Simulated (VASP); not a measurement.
# Bi in VASP: notebook

Bi is run at these levels: PBE; tasks: single point.

Everything below comes from runs of VASP 6.6.1. Logs are shortened: lines on timing, memory, paths and dates and some standing lists are left out, and cuts for length are marked.

### Step 1. The cell of the first run

The cell holds a slab with vacuum, 2 atoms: a = 4.349 Å, b = 4.349 Å, c = 28.000 Å, α = 90.00°, β = 90.00°, γ = 120.00°.

### Step 2. Single point, PBE

File INCAR:

```
SYSTEM = Bi
ALGO     = Normal         ! electronic algorithm
DIPOL    = 0.5 0.5 0.500
EDIFF    = 1E-6           ! SCF threshold, eV
ENCUT    = 520            ! plane-wave cutoff, eV
GGA      = PE             ! functional
IDIPOL   = 3            
ISIF     = 2              ! what is computed and relaxed
ISMEAR   = 0              ! smearing method
LASPH    = .True.         ! aspherical terms in the spheres
LCHARG   = .False.        ! write CHGCAR
LDIPOL   = .True.       
LREAL    = .False.        ! projectors in reciprocal space
LWAVE    = .False.        ! write WAVECAR
NBANDS   = 22             ! bands
NELM     = 80             ! most SCF steps
PREC     = Accurate       ! precision mode
SIGMA    = 0.02           ! smearing width, eV
```

File KPOINTS:

```
k-points
0
Gamma
  9 9 1
  0 0 0
```

File POSCAR:

```
Bi
1.0
    4.3490000000      0.0000000000      0.0000000000
   -2.1745000000      3.7663444811      0.0000000000
    0.0000000000      0.0000000000     28.0000000000
Bi
2
Direct
    0.3333333333      0.6666666667      0.5396071429
    0.6666666667      0.3333333333      0.4603928571
```

Potentials or basis: VASP PAW PBE potentials, release 64 (Bi_d).

The run is started by

```sh
> cat potpaw_PBE.64/Bi_d/POTCAR > POTCAR
> mpirun -np 1 vasp_std > vasp.out
```

OUTCAR:

```text
SYSTEM = Bi
   EDIFF = 1E-6
   ENCUT = 520
   GGA = PE
   ISIF = 2
   ISMEAR = 0
   LASPH = .True.
   LREAL = .False.
   NELM = 80
   PREC = Accurate

 ion  position               nearest neighbor table
   1  0.333  0.667  0.540-   2 3.35   2 3.35   2 3.35
   2  0.667  0.333  0.460-   1 3.35   1 3.35   1 3.35

  LATTYP: Found a hexagonal cell.
 ALAT       =     4.3490000000
 C/A-ratio  =     6.4382616693

  Lattice vectors:

 A1 = (   4.3490000000,   0.0000000000,   0.0000000000)
 A2 = (  -2.1745000000,   3.7663444811,   0.0000000000)
 A3 = (   0.0000000000,   0.0000000000,  28.0000000000)

Analysis of symmetry for initial positions (statically):
=====================================================================
 Subroutine PRICEL returns:
 Original cell was already a primitive cell.

 Routine SETGRP: Setting up the symmetry group for a
 hexagonal supercell.

 Subroutine GETGRP returns: Found 12 space group operations
 (whereof 12 operations were pure point group operations)
 out of a pool of 24 trial point group operations.

The static configuration has the point symmetry D_3d.

Analysis of symmetry for dynamics (positions and initial velocities):
=====================================================================
 Subroutine PRICEL returns:
 Original cell was already a primitive cell.

 Routine SETGRP: Setting up the symmetry group for a
 hexagonal supercell.

 Subroutine GETGRP returns: Found 12 space group operations
 (whereof 12 operations were pure point group operations)
 out of a pool of 24 trial point group operations.

The dynamic configuration has the point symmetry D_3d.

 Subroutine INISYM returns: Found 12 space group operations
 (whereof 12 operations are pure point group operations),
 and found     1 'primitive' translations

----------------------------------------------------------------------------------------

                                     Primitive cell

  volume of cell :     458.6353

  direct lattice vectors                    reciprocal lattice vectors
     4.349000000  0.000000000  0.000000000     0.229937917  0.132754718  0.000000000
    -2.174500000  3.766344481  0.000000000     0.000000000  0.265509436  0.000000000
     0.000000000  0.000000000 28.000000000     0.000000000  0.000000000  0.035714286

  length of vectors
     4.349000000  4.349000000 28.000000000     0.265509436  0.265509436  0.035714286

  position of ions in fractional coordinates (direct lattice)
     0.333333333  0.666666667  0.539607143
     0.666666667  0.333333333  0.460392857

  ion indices of the primitive-cell ions
   primitive index   ion index
                 1           1
                 2           2

----------------------------------------------------------------------------------------

 KPOINTS: k-points

Automatic generation of k-mesh.
 Grid dimensions read from file:
 generate k-points for:    9    9    1

 Generating k-lattice:

  Cartesian coordinates                     Fractional coordinates (reciprocal lattice)
     0.025548657  0.014750524  0.000000000     0.111111111  0.000000000  0.000000000
     0.000000000  0.029501048  0.000000000     0.000000000  0.111111111  0.000000000
     0.000000000  0.000000000  0.035714286     0.000000000  0.000000000  1.000000000

  Length of vectors
     0.029501048  0.029501048  0.035714286

  Shift w.r.t. Gamma in fractional coordinates (k-lattice)
     0.000000000  0.000000000  0.000000000

 Subroutine IBZKPT returns following result:
 ===========================================

 Found     12 irreducible k-points:

 Following reciprocal coordinates:
            Coordinates               Weight
  0.000000  0.000000  0.000000      1.000000
  0.111111  0.000000  0.000000      6.000000
  0.222222 -0.000000  0.000000      6.000000
  0.333333  0.000000  0.000000      6.000000
  0.444444 -0.000000  0.000000      6.000000
  0.111111  0.111111  0.000000      6.000000
  0.222222  0.111111  0.000000     12.000000
  0.333333  0.111111  0.000000     12.000000
  0.444444  0.111111  0.000000      6.000000
  0.222222  0.222222  0.000000      6.000000
  0.333333  0.222222  0.000000     12.000000
  0.333333  0.333333  0.000000      2.000000
   k-points           NKPTS =     12   k-points in BZ     NKDIM =     12   number of bands    NBANDS=     22
   number of dos      NEDOS =    301   number of ions     NIONS =      2
   total plane-waves  NPLWV = 215040
   dimension x,y,z NGX =    32 NGY =   32 NGZ =  210
   dimension x,y,z NGXF=    64 NGYF=   64 NGZF=  420
   ions per type =               2
   NGX,Y,Z   is equivalent  to a cutoff of  12.23, 12.23, 12.47 a.u.
   NGXF,Y,Z  is equivalent  to a cutoff of  24.46, 24.46, 24.94 a.u.
 SYSTEM =  Bi
   PREC   = accura    normal or accurate (medium, high low for compatibility)
   ISTART =      0    job   : 0-new  1-cont  2-samecut
   ICHARG =      2    charge: 1-file 2-atom 10-const
   ISPIN  =      1    spin polarized calculation?
   LNONCOLLINEAR =      F non collinear calculations
   LSORBIT =      F    spin-orbit coupling
   LASPH  =      T    aspherical Exc in radial PAW
   ENCUT  =  520.0 eV  38.22 Ry    6.18 a.u.   8.09  8.09 52.06*2*pi/ulx,y,z
   NELM   =     80;   NELMIN=  2; NELMDL= -5     # of ELM steps
   EDIFF  = 0.1E-05   stopping-criterion for ELM
   LREAL  =      F    real-space projection
   EDIFFG = 0.1E-04   stopping-criterion for IOM
   NSW    =      0    number of steps for IOM
   IBRION =     -1    ionic relax: 0-MD 1-quasi-New 2-CG
   NFREE  =      0    steps in history (QN), initial steepest desc. (CG)
   ISIF   =      2    stress and relaxation
   ISYM   =      2    0-nonsym 1-usesym 2-fastsym
   POTIM  = 0.5000    time-step for ionic-motion
   TEBEG  =    0.0;   TEEND  =   0.0 temperature during run
   PSTRESS=    0.0 pullay stress
   NELECT =      30.0000    total number of electrons
   NUPDOWN=      -1.0000    fix difference up-down
   EMIN   =  10.00;   EMAX   =-10.00  energy-range for DOS
   EFERMI =   0.00;   METHOD = LEGACY
   ISMEAR =     0;   SIGMA  =   0.02  broadening in eV -4-tet -1-fermi 0-gaus
   EFERMI_NEDOS =   21; number of points for ismear=-14 and -15
   IALGO  =     38    algorithm
   IMIX   =      4    mixing-type and parameters
     AMIX     =   0.40;   BMIX     =  1.00
     AMIX_MAG =   1.60;   BMIX_MAG =  1.00
  volume/ion in A,a.u.               =     229.32      1547.51
  Fermi-wavevector in a.u.,A,eV,Ry     =   0.659618  1.246498  5.919846  0.435096
  Thomas-Fermi vector in A             =   1.731810
   LORBIT       =      0    0 simple, 1 ext, 2 COOP (PROOUT), +10 PAW based schemes
   GGA     = PE    functional components
   LHFCALC =     F    Hartree Fock is set to
   AEXX    =    0.0000 exact exchange contribution
   IVDW    =     0    specifies the selected vdW correction
   LEPSILON=     F    determine dielectric tensor
   LRPA    =     F    only Hartree local field effects (RPA)
 non-spin polarized calculation
 Gauss-broadening in eV      SIGMA  =   0.02
  energy-cutoff  :      520.00
  volume of cell :      458.64
 maximum number of plane-waves:     12380
   NGX = 17   NGY = 17   NGZ =105

 dipolmoment           0.000000      0.000000      0.000000 electrons x Angstroem

 number of electron      29.9999992 magnetization

 dipolmoment           0.000000      0.000000     -0.000000 electrons x Angstroem

 Free energy of the ion-electron system (eV)
  ---------------------------------------------------
  ext. energy  EPLUGINS =         0.00000000
  ---------------------------------------------------
  free energy    TOTEN  =        -6.84346397 eV

  energy without entropy =       -6.84178942  energy(sigma->0) =       -6.84262670

 E-fermi :  -1.9472     XC(G=0):  -2.0808

 val. band max:       -1.9510957768   @ k =   0.3333   0.3333   0.0000
 cond. band min:      -1.9418657084   @ k =   0.1111   0.0000   0.0000
 fundamental gap:      0.0092300684
 Fermi energy:        -1.9471519384

 k-point     1 :       0.0000    0.0000    0.0000
  band No.  band energies     occupation
      1     -25.0618      2.00000
      2     -25.0618      2.00000
      3     -25.0155      2.00000
      4     -25.0155      2.00000
      5     -25.0130      2.00000
      6     -24.9587      2.00000
[... 14 lines left out ...]
     21       1.6688      0.00000
     22       2.1047      0.00000

 k-point     2 :       0.1111    0.0000    0.0000
  band No.  band energies     occupation
      1     -25.0611      2.00000
      2     -25.0593      2.00000
      3     -25.0160      2.00000
      4     -25.0127      2.00000
      5     -25.0093      2.00000
      6     -24.9596      2.00000
[... 14 lines left out ...]
     21       1.8252      0.00000
     22       2.2494      0.00000

 k-point     3 :       0.2222   -0.0000    0.0000
  band No.  band energies     occupation
      1     -25.0596      2.00000
      2     -25.0519      2.00000
      3     -25.0177      2.00000
      4     -25.0050      2.00000
      5     -24.9986      2.00000
      6     -24.9626      2.00000
[... 14 lines left out ...]
     21       2.2197      0.00000
     22       2.5647      0.00000

 k-point     4 :       0.3333    0.0000    0.0000
  band No.  band energies     occupation
      1     -25.0580      2.00000
      2     -25.0407      2.00000
      3     -25.0187      2.00000
      4     -24.9945      2.00000
      5     -24.9850      2.00000
      6     -24.9715      2.00000
[... 14 lines left out ...]
     21       2.7573      0.00000
     22       3.0016      0.00000

 k-point     5 :       0.4444   -0.0000    0.0000
  band No.  band energies     occupation
      1     -25.0572      2.00000
      2     -25.0317      2.00000
      3     -25.0155      2.00000
      4     -24.9882      2.00000
      5     -24.9840      2.00000
      6     -24.9725      2.00000
[... 117 lines left out ...]
 k-point    10 :       0.2222    0.2222    0.0000
  band No.  band energies     occupation
      1     -25.0588      2.00000
      2     -25.0326      2.00000
      3     -25.0115      2.00000
      4     -24.9998      2.00000
      5     -24.9800      2.00000
      6     -24.9735      2.00000
[... 14 lines left out ...]
     21       3.2482      0.00000
     22       3.5166      0.00000

 k-point    11 :       0.3333    0.2222    0.0000
  band No.  band energies     occupation
      1     -25.0589      2.00000
      2     -25.0210      2.00000
      3     -25.0074      2.00000
      4     -24.9946      2.00000
      5     -24.9891      2.00000
      6     -24.9720      2.00000
[... 14 lines left out ...]
     21       3.8450      0.00000
     22       3.9926      0.00000

 k-point    12 :       0.3333    0.3333    0.0000
  band No.  band energies     occupation
      1     -25.0594      2.00000
      2     -25.0080      2.00000
      3     -25.0080      2.00000
      4     -25.0021      2.00000
      5     -24.9818      2.00000
      6     -24.9818      2.00000
[... 14 lines left out ...]
     21       3.9176      0.00000
     22       4.2916      0.00000

------------------------ aborting loop because EDIFF is reached ----------------------------------------

 vacuum level on the upper side and lower side of the slab       (xc-potential included)        -0.006        -0.006

  FORCE on cell =-STRESS in cart. coord.  units (eV):
  Direction    XX          YY          ZZ          XY          YZ          ZX
  --------------------------------------------------------------------------------------
  -------------------------------------------------------------------------------------
  Total       -2.4372202     -2.4372202     -4.8284854      0.0000000      0.0000000      0.0000000
  in kB       -8.5140830     -8.5140830    -16.8676286      0.0000000      0.0000000      0.0000000
  external PRESSURE =     -11.2985982 kB  Pullay stress =       0.0000000 kB

 VOLUME and BASIS-vectors are now :
 -----------------------------------------------------------------------------
  energy-cutoff  :      520.00
  volume of cell :      458.64
      direct lattice vectors                 reciprocal lattice vectors
     4.349000000  0.000000000  0.000000000     0.229937917  0.132754718  0.000000000
    -2.174500000  3.766344481  0.000000000     0.000000000  0.265509436  0.000000000
     0.000000000  0.000000000 28.000000000     0.000000000  0.000000000  0.035714286

 POSITION                                       TOTAL-FORCE (eV/Angst)
 -----------------------------------------------------------------------------------
     -0.00000      2.51090     15.10900        -0.000000      0.000000     -2.162457
      2.17450      1.25545     12.89100         0.000000     -0.000000      2.162457
 -----------------------------------------------------------------------------------
    total drift:                                0.000000      0.000000     -0.000000

  FREE ENERGIE OF THE ION-ELECTRON SYSTEM (eV)
  ---------------------------------------------------
  free  energy   TOTEN  =        -6.8434639705 eV

  energy  without entropy=       -6.8417894242  energy(sigma->0) =       -6.84262670

 vacuum level on the upper side and lower side of the slab         1.555         1.555
```

It took 1.8 min on 1 thread of Intel Xeon 6975P-C (Granite Rapids), shared host; peak memory 0.48 GiB.

Results:

| Quantity | Value |
| --- | --- |
| Free energy | -6.8435 eV |
| Largest force | 2.162 eV/Å |
| Band gap on the k mesh | zero (band 15 reaches -1.71 eV, above the bottom of band 16 at -1.96 eV) |

Forces on the atoms (eV/Å):
```
Bi   0.000  0.000 -2.162
Bi   0.000  0.000  2.162
```

Levels at points of the mesh, in eV from the Fermi level:
| k point | band 11 | band 12 | band 13 | band 14 | band 15 | band 16 | band 17 | band 18 | band 19 | band 20 |
| --- | --- | --- | --- | --- | --- | --- | --- | --- | --- | --- |
| (0.00, 0.00, 0.00) | -12.00 | -9.79 | -1.97 | 0.23 | 0.23 | 0.40 | 1.84 | 1.84 | 3.02 | 3.26 |

Caveat: spin-orbit coupling is left out, which moves the levels of the heavy elements.

(Part 1 of 3 ends here.)
